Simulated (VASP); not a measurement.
# Pd (I4/mmm) in VASP: a series of runs

Runs on Pd. Level: PBEsol. Tasks: single point.

Program: VASP 6.6.1. These are calculated values, not measurements. Logs are shortened: lines on timing, memory, paths and dates and some standing lists are left out, and cuts for length are marked.

## (1) The cell of the first run

It takes space group I4/mmm (No. 139, tetragonal). The conventional cell has a = 2.788 Å, b = 2.788 Å, c = 3.785 Å, α = 90.00°, β = 90.00°, γ = 90.00°. Pd (site symmetry 4/mmm) has 12 Pd at 2.73 to 2.79 Å within 3.6 Å.

## (2) Single point, PBEsol

INCAR

```
SYSTEM = Pd
  PREC = Accurate
  ENCUT = 520
  EDIFF = 1E-6
  ISMEAR = 0
  SIGMA = 0.15
  LREAL = .FALSE.
  LASPH = .TRUE.
  NELM = 100
  ALGO = Fast
  ISIF = 2
  LWAVE = .FALSE.
  LCHARG = .FALSE.
  GGA = PS
  NBANDS = 11
```

KPOINTS

```
Automatic mesh
0
G
  24 24 24
  0 0 0
```

POSCAR

```
Pd
1.0
    0.0000000000      1.9715457769      1.8926839458
    1.9715457769      0.0000000000      1.8926839458
    1.9715457769      1.9715457769      0.0000000000
Pd
1
Direct
    0.0000000000      0.0000000000      0.0000000000
```

Potentials or basis: VASP PAW PBE potentials, release 64 (Pd).

Run with:

```bash
> cat potpaw_PBE.64/Pd/POTCAR > POTCAR
> mpirun -np 1 vasp_std > vasp.out
```

OUTCAR:

```text
SYSTEM = Pd
   PREC = Accurate
   ENCUT = 520
   EDIFF = 1E-6
   ISMEAR = 0
   LREAL = .FALSE.
   LASPH = .TRUE.
   NELM = 100
   ISIF = 2
   GGA = PS

 ion  position               nearest neighbor table
   1  0.000  0.000  0.000-

  LATTYP: Found a body centered tetragonal cell.
 ALAT       =     2.7881867765
 C/A-ratio  =     1.3576450199

  Lattice vectors:

 A1 = (   0.0000000000,  -1.9715457769,  -1.8926839458)
 A2 = (   0.0000000000,   1.9715457769,  -1.8926839458)
 A3 = (   1.9715457769,   0.0000000000,   1.8926839458)

Analysis of symmetry for initial positions (statically):
=====================================================================
 Subroutine PRICEL returns:
 Original cell was already a primitive cell.

 Routine SETGRP: Setting up the symmetry group for a
 body centered tetragonal supercell.

 Subroutine GETGRP returns: Found 16 space group operations
 (whereof 16 operations were pure point group operations)
 out of a pool of 16 trial point group operations.

The static configuration has the point symmetry D_4h.

Analysis of symmetry for dynamics (positions and initial velocities):
=====================================================================
 Subroutine PRICEL returns:
 Original cell was already a primitive cell.

 Routine SETGRP: Setting up the symmetry group for a
 body centered tetragonal supercell.

 Subroutine GETGRP returns: Found 16 space group operations
 (whereof 16 operations were pure point group operations)
 out of a pool of 16 trial point group operations.

The dynamic configuration has the point symmetry D_4h.

 Subroutine INISYM returns: Found 16 space group operations
 (whereof 16 operations are pure point group operations),
 and found     1 'primitive' translations

----------------------------------------------------------------------------------------

                                     Primitive cell

  volume of cell :      14.7137

  direct lattice vectors                    reciprocal lattice vectors
     0.000000000  1.971545777  1.892683946    -0.253608111  0.253608111  0.264175116
     1.971545777  0.000000000  1.892683946     0.253608111 -0.253608111  0.264175116
     1.971545777  1.971545777  0.000000000     0.253608111  0.253608111 -0.264175116

  length of vectors
     2.732991999  2.732991999  2.788186777     0.445446562  0.445446562  0.445446562

  position of ions in fractional coordinates (direct lattice)
     0.000000000  0.000000000  0.000000000

  ion indices of the primitive-cell ions
   primitive index   ion index
                 1           1

----------------------------------------------------------------------------------------

 KPOINTS: Automatic mesh

Automatic generation of k-mesh.
 Grid dimensions read from file:
 generate k-points for:   24   24   24

 Generating k-lattice:

  Cartesian coordinates                     Fractional coordinates (reciprocal lattice)
    -0.010567005  0.010567005  0.011007296     0.041666667  0.000000000  0.000000000
     0.010567005 -0.010567005  0.011007296     0.000000000  0.041666667  0.000000000
     0.010567005  0.010567005 -0.011007296    -0.000000000 -0.000000000  0.041666667

  Length of vectors
     0.018560273  0.018560273  0.018560273

  Shift w.r.t. Gamma in fractional coordinates (k-lattice)
     0.000000000  0.000000000  0.000000000

 Subroutine IBZKPT returns following result:
 ===========================================

 Found   1063 irreducible k-points:

 Following reciprocal coordinates:
            Coordinates               Weight
  0.000000  0.000000  0.000000      1.000000
  0.041667 -0.000000  0.000000      8.000000
  0.083333 -0.000000  0.000000      8.000000
  0.125000 -0.000000  0.000000      8.000000
  0.166667  0.000000  0.000000      8.000000
  0.208333 -0.000000  0.000000      8.000000
[... 16 lines left out ...]
  0.416667  0.041667  0.000000      8.000000
  0.458333  0.041667  0.000000      8.000000
 [... further k-points ...]
   k-points           NKPTS =   1063   k-points in BZ     NKDIM =   1063   number of bands    NBANDS=     11
   number of dos      NEDOS =    301   number of ions     NIONS =      1
   total plane-waves  NPLWV =   9600
   dimension x,y,z NGX =    20 NGY =   20 NGZ =   24
   dimension x,y,z NGXF=    40 NGYF=   40 NGZF=   48
   ions per type =               1
   NGX,Y,Z   is equivalent  to a cutoff of  12.17, 12.17, 14.31 a.u.
   NGXF,Y,Z  is equivalent  to a cutoff of  24.33, 24.33, 28.62 a.u.
 SYSTEM =  Pd
   PREC   = accura    normal or accurate (medium, high low for compatibility)
   ISTART =      0    job   : 0-new  1-cont  2-samecut
   ICHARG =      2    charge: 1-file 2-atom 10-const
   ISPIN  =      1    spin polarized calculation?
   LNONCOLLINEAR =      F non collinear calculations
   LSORBIT =      F    spin-orbit coupling
   LASPH  =      T    aspherical Exc in radial PAW
   ENCUT  =  520.0 eV  38.22 Ry    6.18 a.u.   5.08  5.08  5.18*2*pi/ulx,y,z
   NELM   =    100;   NELMIN=  2; NELMDL= -5     # of ELM steps
   EDIFF  = 0.1E-05   stopping-criterion for ELM
   LREAL  =      F    real-space projection
   EDIFFG = 0.1E-04   stopping-criterion for IOM
   NSW    =      0    number of steps for IOM
   IBRION =     -1    ionic relax: 0-MD 1-quasi-New 2-CG
   NFREE  =      0    steps in history (QN), initial steepest desc. (CG)
   ISIF   =      2    stress and relaxation
   ISYM   =      2    0-nonsym 1-usesym 2-fastsym
   POTIM  = 0.5000    time-step for ionic-motion
   TEBEG  =    0.0;   TEEND  =   0.0 temperature during run
   PSTRESS=    0.0 pullay stress
   NELECT =      10.0000    total number of electrons
   NUPDOWN=      -1.0000    fix difference up-down
   EMIN   =  10.00;   EMAX   =-10.00  energy-range for DOS
   EFERMI =   0.00;   METHOD = LEGACY
   ISMEAR =     0;   SIGMA  =   0.15  broadening in eV -4-tet -1-fermi 0-gaus
   EFERMI_NEDOS =   21; number of points for ismear=-14 and -15
   IALGO  =     68    algorithm
   IMIX   =      4    mixing-type and parameters
     AMIX     =   0.40;   BMIX     =  1.00
     AMIX_MAG =   1.60;   BMIX_MAG =  1.00
  volume/ion in A,a.u.               =      14.71        99.29
  Fermi-wavevector in a.u.,A,eV,Ry     =   1.439354  2.719984 28.187725  2.071739
  Thomas-Fermi vector in A             =   2.558219
   LORBIT       =      0    0 simple, 1 ext, 2 COOP (PROOUT), +10 PAW based schemes
   GGA     = PS    functional components
   LHFCALC =     F    Hartree Fock is set to
   AEXX    =    0.0000 exact exchange contribution
   IVDW    =     0    specifies the selected vdW correction
   LEPSILON=     F    determine dielectric tensor
   LRPA    =     F    only Hartree local field effects (RPA)
 non-spin polarized calculation
 RMM-DIIS sequential band-by-band and
 Gauss-broadening in eV      SIGMA  =   0.15
  energy-cutoff  :      520.00
  volume of cell :       14.71
 maximum number of plane-waves:       419
   NGX = 11   NGY = 11   NGZ = 11

 number of electron      10.0000000 magnetization

 Free energy of the ion-electron system (eV)
  ---------------------------------------------------
  ext. energy  EPLUGINS =         0.00000000
  ---------------------------------------------------
  free energy    TOTEN  =        -5.96999215 eV

  energy without entropy =       -5.94530623  energy(sigma->0) =       -5.95764919

 E-fermi :   9.6751     XC(G=0): -13.3950

 val. band max:        9.6730758311   @ k =   0.5000   0.1250   0.0417
 cond. band min:       9.6780493795   @ k =  -0.4583   0.2500   0.0000
 fundamental gap:      0.0049735483
 Fermi energy:         9.6750870480

 k-point     1 :       0.0000    0.0000    0.0000
  band No.  band energies     occupation
      1       2.4034      2.00000
      2       6.6808      2.00000
      3       6.6808      2.00000
      4       7.0569      2.00000
      5       8.2330      2.00000
      6       8.6235      2.00000
      7      26.8196      0.00000
      8      31.2461      0.00000
      9      31.2461      0.00000
     10      32.2508      0.00000
     11      36.7672      0.00000

 k-point     2 :       0.0417   -0.0000    0.0000
  band No.  band energies     occupation
      1       2.4671      2.00000
      2       6.6746      2.00000
      3       6.7034      2.00000
      4       7.0618      2.00000
      5       8.2248      2.00000
      6       8.6095      2.00000
      7      26.8892      0.00000
      8      30.9512      0.00000
      9      31.3204      0.00000
     10      32.1570      0.00000
     11      37.1591      0.00000

 k-point     3 :       0.0833   -0.0000    0.0000
  band No.  band energies     occupation
      1       2.6545      2.00000
      2       6.6468      2.00000
      3       6.7656      2.00000
      4       7.0880      2.00000
      5       8.2063      2.00000
      6       8.5725      2.00000
      7      27.0723      0.00000
      8      30.0372      0.00000
      9      31.5374      0.00000
     10      32.2339      0.00000
     11      37.4572      0.00000

 k-point     4 :       0.1250   -0.0000    0.0000
  band No.  band energies     occupation
      1       2.9531      2.00000
      2       6.5928      2.00000
      3       6.8494      2.00000
      4       7.1468      2.00000
      5       8.1971      2.00000
      6       8.5279      2.00000
      7      27.2536      0.00000
      8      28.8755      0.00000
      9      31.8782      0.00000
     10      32.5197      0.00000
     11      36.7264      0.00000

 k-point     5 :       0.1667    0.0000    0.0000
  band No.  band energies     occupation
      1       3.3359      2.00000
      2       6.5424      2.00000
      3       6.9236      2.00000
      4       7.2203      2.00000
      5       8.2294      2.00000
      6       8.5026      2.00000
      7      26.8852      0.00000
      8      28.1147      0.00000
      9      32.3064      0.00000
     10      32.9056      0.00000
     11      35.8590      0.00000
[... 211 lines left out ...]
 k-point    21 :       0.3333    0.0417    0.0000
  band No.  band energies     occupation
      1       4.4373      2.00000
      2       6.8490      2.00000
      3       7.1434      2.00000
      4       7.4795      2.00000
      5       8.9768      2.00000
      6       9.1173      2.00000
      7      21.5745      0.00000
      8      27.2067      0.00000
      9      31.3077      0.00000
     10      33.5491      0.00000
     11      35.8428      0.00000

 k-point    22 :       0.3750    0.0417    0.0000
  band No.  band energies     occupation
      1       4.4409      2.00000
      2       6.7667      2.00000
      3       7.0605      2.00000
      4       8.1185      2.00000
      5       9.3670      1.99633
      6       9.3839      1.99396
      7      20.0734      0.00000
      8      26.8117      0.00000
      9      30.8048      0.00000
     10      32.6676      0.00000
     11      36.0639      0.00000

 k-point    23 :       0.4167    0.0417    0.0000
  band No.  band energies     occupation
      1       4.4047      2.00000
      2       6.6939      2.00000
      3       6.9852      2.00000
      4       8.6686      2.00000
      5       9.5708      1.67439
      6       9.9385      0.01303
      7      18.6974      0.00000
      8      26.4867      0.00000
      9      30.3763      0.00000
     10      31.9063      0.00000
     11      36.3181      0.00000

 k-point    24 :       0.4583    0.0417    0.0000
  band No.  band energies     occupation
      1       4.3674      2.00000
      2       6.6408      2.00000
      3       6.9318      2.00000
      4       9.0169      2.00000
      5       9.7002      0.81265
      6      10.5643      0.00000
      7      17.5872      0.00000
      8      26.2670      0.00000
      9      30.1207      0.00000
     10      31.3238      0.00000
     11      36.5386      0.00000

 [... further k-points ...]

------------------------ aborting loop because EDIFF is reached ----------------------------------------

  FORCE on cell =-STRESS in cart. coord.  units (eV):
  Direction    XX          YY          ZZ          XY          YZ          ZX
  --------------------------------------------------------------------------------------
  -------------------------------------------------------------------------------------
  Total       -0.2748348     -0.2748348     -0.0917325      0.0000000      0.0000000     -0.0000000
  in kB      -29.9268190    -29.9268190     -9.9887710      0.0000000      0.0000000     -0.0000000
  external PRESSURE =     -23.2808030 kB  Pullay stress =       0.0000000 kB

 VOLUME and BASIS-vectors are now :
 -----------------------------------------------------------------------------
  energy-cutoff  :      520.00
  volume of cell :       14.71
      direct lattice vectors                 reciprocal lattice vectors
     0.000000000  1.971545777  1.892683946    -0.253608111  0.253608111  0.264175116
     1.971545777  0.000000000  1.892683946     0.253608111 -0.253608111  0.264175116
     1.971545777  1.971545777  0.000000000     0.253608111  0.253608111 -0.264175116

 POSITION                                       TOTAL-FORCE (eV/Angst)
 -----------------------------------------------------------------------------------
      0.00000      0.00000      0.00000         0.000000      0.000000     -0.000000
 -----------------------------------------------------------------------------------
    total drift:                                0.000000     -0.000000      0.000000

  FREE ENERGIE OF THE ION-ELECTRON SYSTEM (eV)
  ---------------------------------------------------
  free  energy   TOTEN  =        -5.9699921475 eV

  energy  without entropy=       -5.9453062342  energy(sigma->0) =       -5.95764919
```

Wall time 2.1 min (1 thread of Intel Xeon Platinum 8488C (Sapphire Rapids), shared host); peak memory 0.28 GiB.

Results:

```yaml
Free_energy: -5.9700 eV
Pressure: -2.3 GPa
Band_gap_on_the_k_mesh: zero (bands 5 and 6 overlap by 1.72 eV)
```

Levels at points of the mesh, in eV from the Fermi level:
```
           k point  band 2  band 3  band 4  band 5  band 6  band 7  band 8  band 9
(0.00, 0.00, 0.00)   -2.99   -2.99   -2.62   -1.44   -1.05   17.14   21.57   21.57
(0.50, 0.00, 0.00)   -3.10   -2.73   -0.12    0.06    0.91    7.28   16.42   20.60
(0.50, 0.00, 0.50)   -5.16   -0.06    0.15    0.40    2.98   10.36   13.26   13.51
```

Caveat: the PAW data sets were made with another functional, which shifts forces and pressure a little.

## (3) Single point, PBEsol

INCAR

```
SYSTEM = Pd
PREC     = Accurate       ! precision mode
ENCUT    = 520            ! plane-wave cutoff, eV
EDIFF    = 1E-6           ! SCF threshold, eV
ISMEAR   = 0              ! smearing method
SIGMA    = 0.15           ! smearing width, eV
LREAL    = .False.        ! projectors in reciprocal space
LASPH    = .True.         ! aspherical terms in the spheres
NELM     = 60             ! most SCF steps
ALGO     = Fast           ! electronic algorithm
ISIF     = 2              ! what is computed and relaxed
LWAVE    = .False.        ! write WAVECAR
LCHARG   = .False.        ! write CHGCAR
GGA      = PS             ! functional
NBANDS   = 11             ! bands
```

KPOINTS

```
regular mesh
0
Gamma
  24 24 24
  0 0 0
```

POSCAR

```
Pd
1.0
    0.0000000000      1.9135251587      2.0092014167
    1.9135251587      0.0000000000      2.0092014167
    1.9135251587      1.9135251587      0.0000000000
Pd
1
Direct
    0.0000000000      0.0000000000      0.0000000000
```

Potentials or basis: VASP PAW PBE potentials, release 64 (Pd).

Run with:

```bash
> cat potpaw_PBE.64/Pd/POTCAR > POTCAR
> mpirun -np 1 vasp_std > vasp.out
```

Wall time 2.9 min (1 thread of Intel Xeon 8259CL, shared host); peak memory 0.28 GiB.

Results (log left out):

```yaml
Free_energy: -5.9679 eV
Pressure: -2.2 GPa
Band_gap_on_the_k_mesh: zero (bands 5 and 6 overlap by 1.75 eV)
```

Stress tensor (GPa, compression positive):
```
-1.13  0.00  0.00
 0.00 -1.13  0.00
 0.00  0.00 -4.47
```

Levels at points of the mesh, in eV from the Fermi level:
| k point | band 3 | band 4 | band 5 | band 6 | band 7 | band 8 |
| --- | --- | --- | --- | --- | --- | --- |
| (0.00, 0.00, 0.00) | -2.70 | -2.70 | -1.50 | -1.00 | 17.16 | 21.14 |
| (0.50, 0.00, 0.00) | -2.70 | -0.12 | 0.07 | 0.91 | 7.29 | 16.39 |
| (0.50, 0.50, 0.00) | -0.03 | 0.27 | 0.27 | 2.62 | 9.87 | 13.73 |
| (0.50, 0.00, 0.50) | -0.07 | 0.12 | 0.46 | 3.57 | 11.17 | 12.70 |

Caveat: the PAW data sets were made with another functional, which shifts forces and pressure a little.
